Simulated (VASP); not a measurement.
# MgB2 in VASP: settings compared

Aim: see how the results for MgB2 move with the level of theory and the settings. Levels: HSE06, r2SCAN. Tasks: single point.

Program: VASP 6.6.1. These are calculated values, not measurements. Logs are shortened: lines on timing, memory, paths and dates and some standing lists are left out, and cuts for length are marked.

**1. The cell of the first run**

It takes space group P6/mmm (No. 191, hexagonal). Conventional cell: a = 3.085 Å, b = 3.085 Å, c = 3.523 Å, α = 90.00°, β = 90.00°, γ = 120.00°. Within 3.3 Å of Mg (site symmetry 6/mmm) lie 12 B at 2.51 Å and 6 Mg at 3.08 to 3.09 Å. B (site symmetry -6m2) has 3 B at 1.78 Å within 2.4 Å.

**2. Single point, HSE06**

The input, POSCAR:

```
MgB2
1.0
    3.0850000000      0.0000000000      0.0000000000
   -1.5425000000      2.6716883707      0.0000000000
    0.0000000000      0.0000000000      3.5230000000
Mg B
1 2
Direct
    0.0000000000      0.0000000000      0.0000000000
    0.6666666667      0.3333333333      0.5000000000
    0.3333333333      0.6666666667      0.5000000000
```

The input, INCAR.step1:

```
PREC = Accurate
ENCUT = 520
EDIFF = 1E-5
ISMEAR = 1
SIGMA = 0.05
LREAL = False
LASPH = True
NELM = 60
ALGO = Normal
ISIF = 2
LWAVE = True
LCHARG = False
NBANDS = 11
GGA = PE
```

The input, INCAR.step2:

```
PREC = Accurate
ENCUT = 520
EDIFF = 1E-6
ISMEAR = 1
SIGMA = 0.05
LREAL = False
LASPH = True
NELM = 60
ALGO = Normal
ISIF = 2
LWAVE = False
LCHARG = False
GGA = PE
LHFCALC = True
HFSCREEN = 0.2079
PRECFOCK = Normal
NBANDS = 11
ISTART = 1
```

The input, KPOINTS:

```
Automatic mesh
0
Gamma
  5 5 4
```

Potentials or basis: VASP PAW PBE potentials, release 64 (Mg, B).

On the command line:

```
$ cat potpaw_PBE.64/Mg/POTCAR potpaw_PBE.64/B/POTCAR > POTCAR
$ cp INCAR.step1 INCAR
$ mpirun -np 1 vasp_std > vasp.out
$ cp INCAR.step2 INCAR
$ mpirun -np 1 vasp_std > vasp.out
```

OUTCAR:

```text
PREC = Accurate
   ENCUT = 520
   EDIFF = 1E-6
   ISMEAR = 1
   LREAL = False
   LASPH = True
   NELM = 60
   ISIF = 2
   GGA = PE
   LHFCALC = True
   HFSCREEN = 0.2079
   PRECFOCK = Normal
   ISTART = 1

 ion  position               nearest neighbor table
   1  0.000  0.000  0.000-   2 2.51   3 2.51   2 2.51   3 2.51   2 2.51   2 2.51   3 2.51   3 2.51
                             2 2.51   2 2.51   3 2.51   3 2.51
   2  0.667  0.333  0.500-   3 1.78   3 1.78   3 1.78   1 2.51   1 2.51   1 2.51   1 2.51   1 2.51
                             1 2.51
   3  0.333  0.667  0.500-   2 1.78   2 1.78   2 1.78   1 2.51   1 2.51   1 2.51   1 2.51   1 2.51
                             1 2.51

  LATTYP: Found a hexagonal cell.
 ALAT       =     3.0850000000
 C/A-ratio  =     1.1419773096

  Lattice vectors:

 A1 = (   3.0850000000,   0.0000000000,   0.0000000000)
 A2 = (  -1.5425000000,   2.6716883707,   0.0000000000)
 A3 = (   0.0000000000,   0.0000000000,   3.5230000000)

Analysis of symmetry for initial positions (statically):
=====================================================================
 Subroutine PRICEL returns:
 Original cell was already a primitive cell.

 Routine SETGRP: Setting up the symmetry group for a
 hexagonal supercell.

 Subroutine GETGRP returns: Found 24 space group operations
 (whereof 24 operations were pure point group operations)
 out of a pool of 24 trial point group operations.

The static configuration has the point symmetry D_6h.

Analysis of symmetry for dynamics (positions and initial velocities):
=====================================================================
 Subroutine PRICEL returns:
 Original cell was already a primitive cell.

 Routine SETGRP: Setting up the symmetry group for a
 hexagonal supercell.

 Subroutine GETGRP returns: Found 24 space group operations
 (whereof 24 operations were pure point group operations)
 out of a pool of 24 trial point group operations.

The dynamic configuration has the point symmetry D_6h.

 Subroutine INISYM returns: Found 24 space group operations
 (whereof 24 operations are pure point group operations),
 and found     1 'primitive' translations

----------------------------------------------------------------------------------------

                                     Primitive cell

  volume of cell :      29.0371

  direct lattice vectors                    reciprocal lattice vectors
     3.085000000  0.000000000  0.000000000     0.324149109  0.187147575  0.000000000
    -1.542500000  2.671688371  0.000000000     0.000000000  0.374295150  0.000000000
[... 98 lines left out ...]
  volume/ion in A,a.u.               =       9.68        65.32
  Fermi-wavevector in a.u.,A,eV,Ry     =   1.065255  2.013040 15.439462  1.134768
  Thomas-Fermi vector in A             =   2.200801
   LORBIT       =      0    0 simple, 1 ext, 2 COOP (PROOUT), +10 PAW based schemes
   GGA     = PE    functional components
   LHFCALC =     T    Hartree Fock is set to
   PRECFOCK=normal    Normal, Fast or Accurate (Low or Medium for compatibility)
   ENCUT4O =  -1.0   cutoff for four orbital integrals eV
   NKREDX  =     1    reduce k-point grid by
   NKREDY  =     1    reduce k-point grid by
   NKREDZ  =     1    reduce k-point grid by
   AEXX    =    0.2500 exact exchange contribution
   HFSCREEN=    0.2079 screening length (either q_TF or 0.3 A-1)
   HFSCREENC=   0.2079 screening length for correlation (either q_TF or 0.3 A-1)
   ENCUTFOCK=  -1.0 apply spherical cutoff to Coloumb kernel
   IVDW    =     0    specifies the selected vdW correction
   LEPSILON=     F    determine dielectric tensor
   LRPA    =     F    only Hartree local field effects (RPA)
 non-spin polarized calculation
 Methfessel and Paxton  Order N= 1 SIGMA  =   0.05
  energy-cutoff  :      520.00
  volume of cell :       29.04
 maximum number of plane-waves:       806
 NGX is ok and might be reduce to    24
  NGX = 18; NGY = 18; NGZ = 20

 number of electron       8.0000000 magnetization

 Free energy of the ion-electron system (eV)
  ---------------------------------------------------
  ext. energy  EPLUGINS =         0.00000000
  ---------------------------------------------------
  free energy    TOTEN  =       -16.74120149 eV

  energy without entropy =      -16.74126232  energy(sigma->0) =      -16.74122176

 E-fermi :   5.3122     XC(G=0):  -8.9803

 val. band max:        5.2702578648   @ k =   0.0000   0.0000   0.0000
 cond. band min:       5.5086380357   @ k =   0.0000   0.0000   0.2500
 fundamental gap:      0.2383801709
 Fermi energy:         5.3122045365

 k-point     1 :       0.0000    0.0000    0.0000
  band No.  band energies     occupation
      1      -9.0231      2.00000
      2       1.6923      2.00000
      3       5.2703      1.99870
      4       5.2703      1.99870
      5       7.2040      0.00000
      6      12.1497      0.00000
      7      12.1497      0.00000
      8      14.1359      0.00000
      9      16.4952      0.00000
     10      18.7746      0.00000
     11      22.3431      0.00000
[... 183 lines left out ...]
 k-point    15 :       0.4000    0.2000    0.5000
  band No.  band energies     occupation
      1      -3.1905      2.00000
      2      -2.4393      2.00000
      3       0.5779      2.00000
      4       1.7427      2.00000
      5       3.7790      2.00000
      6      10.2846      0.00000
      7      14.5392      0.00000
      8      19.7823      0.00000
      9      19.8373      0.00000
     10      19.9261      0.00000
     11      20.0994      0.00000

------------------------ aborting loop because EDIFF is reached ----------------------------------------

  FORCE on cell =-STRESS in cart. coord.  units (eV):
  Direction    XX          YY          ZZ          XY          YZ          ZX
  --------------------------------------------------------------------------------------
  -------------------------------------------------------------------------------------
  Total       -0.5678075     -0.5678075     -0.5579908     -0.0000000     -0.0000000      0.0000000
  in kB      -31.3298323    -31.3298323    -30.7881814     -0.0000000     -0.0000000      0.0000000
  external PRESSURE =     -31.1492820 kB  Pullay stress =       0.0000000 kB

 VOLUME and BASIS-vectors are now :
 -----------------------------------------------------------------------------
  energy-cutoff  :      520.00
  volume of cell :       29.04
      direct lattice vectors                 reciprocal lattice vectors
     3.085000000  0.000000000  0.000000000     0.324149109  0.187147575  0.000000000
    -1.542500000  2.671688371  0.000000000     0.000000000  0.374295150  0.000000000
     0.000000000  0.000000000  3.523000000     0.000000000  0.000000000  0.283848992

 POSITION                                       TOTAL-FORCE (eV/Angst)
 -----------------------------------------------------------------------------------
      0.00000      0.00000      0.00000         0.000000      0.000000      0.000000
      1.54250      0.89056      1.76150        -0.000000      0.000000      0.000000
     -0.00000      1.78113      1.76150        -0.000000      0.000000      0.000000
 -----------------------------------------------------------------------------------
    total drift:                               -0.000029      0.000001     -0.000278

  FREE ENERGIE OF THE ION-ELECTRON SYSTEM (eV)
  ---------------------------------------------------
  free  energy   TOTEN  =       -16.7412014891 eV

  energy  without entropy=      -16.7412623164  energy(sigma->0) =      -16.74122176
```

OUTCAR.step1:

```text
PREC = Accurate
   ENCUT = 520
   EDIFF = 1E-5
   ISMEAR = 1
   LREAL = False
[... 428 lines left out ...]
      0.00000      0.00000      0.00000        -0.000000      0.000000      0.000000
      1.54250      0.89056      1.76150        -0.000000      0.000000      0.000000
     -0.00000      1.78113      1.76150         0.000000      0.000000     -0.000000
 -----------------------------------------------------------------------------------
    total drift:                                0.000000     -0.000000      0.000000

  FREE ENERGIE OF THE ION-ELECTRON SYSTEM (eV)
  ---------------------------------------------------
  free  energy   TOTEN  =       -15.3283602322 eV

  energy  without entropy=      -15.3275825067  energy(sigma->0) =      -15.32810099
```

OSZICAR.step1:

```text
N       E                     dE             d eps       ncg     rms          rms(c)
DAV:   1     0.398126517200E+01    0.39813E+01   -0.37963E+03   354   0.614E+02
DAV:   2    -0.164189145906E+02   -0.20400E+02   -0.19573E+02   424   0.106E+02
DAV:   3    -0.170220808063E+02   -0.60317E+00   -0.60191E+00   443   0.150E+01
DAV:   4    -0.170234317925E+02   -0.13510E-02   -0.13509E-02   371   0.777E-01
DAV:   5    -0.170234368371E+02   -0.50445E-05   -0.50443E-05   421   0.485E-02    0.524E+00
DAV:   6    -0.155718286949E+02    0.14516E+01   -0.17434E+00   366   0.616E+00    0.255E+00
DAV:   7    -0.153383843932E+02    0.23344E+00   -0.10448E+00   381   0.472E+00    0.785E-01
DAV:   8    -0.153421795672E+02   -0.37952E-02   -0.16485E-01   357   0.207E+00    0.517E-01
DAV:   9    -0.153283214379E+02    0.13858E-01   -0.34544E-02   360   0.849E-01    0.649E-02
DAV:  10    -0.153284652259E+02   -0.14379E-03   -0.17783E-03   381   0.239E-01    0.500E-02
DAV:  11    -0.153283611450E+02    0.10408E-03   -0.50227E-04   375   0.106E-01    0.481E-03
DAV:  12    -0.153283602322E+02    0.91283E-06   -0.10429E-05   256   0.200E-02
   1 F= -.15328360E+02 E0= -.15328101E+02  d E =-.777726E-03
```

It took 5 min on 1 thread of Intel Xeon 8259CL, shared host; peak memory 0.25 GiB.

What came out:

```
Free energy            : -16.7412 eV
Pressure               : -3.1 GPa
Band gap on the k mesh : zero (bands 4 and 5 overlap by 2.34 eV)
```

Caveat: the k points lie up to 0.47 Å⁻¹ apart, too coarse for converged energies and pressures of a metal; the PAW data sets were made with another functional, which shifts forces and pressure a little.

**3. Single point, r2SCAN**

The input, POSCAR:

```
MgB2
1.0
    3.0850000000      0.0000000000      0.0000000000
   -1.5425000000      2.6716883707      0.0000000000
    0.0000000000      0.0000000000      3.5230000000
Mg B
1 2
Direct
    0.0195880000     -0.0064130000     -0.0098050000
    0.6644080000      0.3216100000      0.4917100000
    0.3363740000      0.6663920000      0.5092550000
```

The input, INCAR.step1:

```
SYSTEM = MgB2
PREC     = Accurate       ! precision mode
ENCUT    = 520            ! plane-wave cutoff, eV
ISMEAR   = 0              ! smearing method
SIGMA    = 0.05           ! smearing width, eV
LREAL    = .FALSE.        ! projectors in reciprocal space
LASPH    = .TRUE.         ! aspherical terms in the spheres
NELM     = 80             ! most SCF steps
NBANDS   = 11             ! bands
GGA      = PE             ! functional
ALGO     = Normal         ! electronic algorithm
EDIFF    = 1E-4           ! SCF threshold, eV
LWAVE    = .TRUE.         ! write WAVECAR
LCHARG   = .FALSE.        ! write CHGCAR
```

The input, INCAR.step2:

```
SYSTEM = MgB2
PREC     = Accurate       ! precision mode
ENCUT    = 520            ! plane-wave cutoff, eV
EDIFF    = 1E-6           ! SCF threshold, eV
ISMEAR   = 0              ! smearing method
SIGMA    = 0.05           ! smearing width, eV
LREAL    = .FALSE.        ! projectors in reciprocal space
LASPH    = .TRUE.         ! aspherical terms in the spheres
NELM     = 80             ! most SCF steps
ALGO     = Normal         ! electronic algorithm
ISIF     = 2              ! what is computed and relaxed
LWAVE    = .FALSE.        ! write WAVECAR
LCHARG   = .FALSE.        ! write CHGCAR
METAGGA  = R2SCAN         ! meta-GGA
LMIXTAU  = .TRUE.       
NBANDS   = 11             ! bands
ISTART   = 1
```

The input, KPOINTS:

```
Automatic mesh
0
G
  9 9 7
  0 0 0
```

Potentials or basis: VASP PAW PBE potentials, release 64 (Mg, B).

On the command line:

```
$ cat potpaw_PBE.64/Mg/POTCAR potpaw_PBE.64/B/POTCAR > POTCAR
$ cp INCAR.step1 INCAR
$ mpirun -np 1 vasp_std > vasp.out
$ cp INCAR.step2 INCAR
$ mpirun -np 1 vasp_std > vasp.out
```

Wall time 4.1 min (1 thread of Intel Xeon 8259CL, shared host); peak memory 0.23 GiB.

Results (log left out):

* Free energy: -19.3713 eV
* Pressure: -2.2 GPa
* Largest force: 0.772 eV/Å
* Band gap on the k mesh: zero (bands 4 and 5 overlap by 3.65 eV)

Forces in eV/Å, atoms in the order of the input:
```
Mg  -0.292  0.007  0.235
B    0.146  0.177  0.500
B    0.146 -0.184 -0.735
```

Stress tensor (GPa, compression positive):
```
-3.57  0.02 -0.31
 0.02 -2.28  0.07
-0.31  0.07 -0.89
```

Levels at points of the mesh, in eV from the Fermi level:
| k point | band 1 | band 2 | band 3 | band 4 | band 5 | band 6 | band 7 | band 8 | band 9 |
| --- | --- | --- | --- | --- | --- | --- | --- | --- | --- |
| (0.00, 0.00, 0.00) | -13.30 | -3.22 | 0.11 | 0.52 | 1.85 | 6.29 | 6.77 | 8.38 | 10.74 |

Caveat: the PAW data sets were made with another functional, which shifts forces and pressure a little.
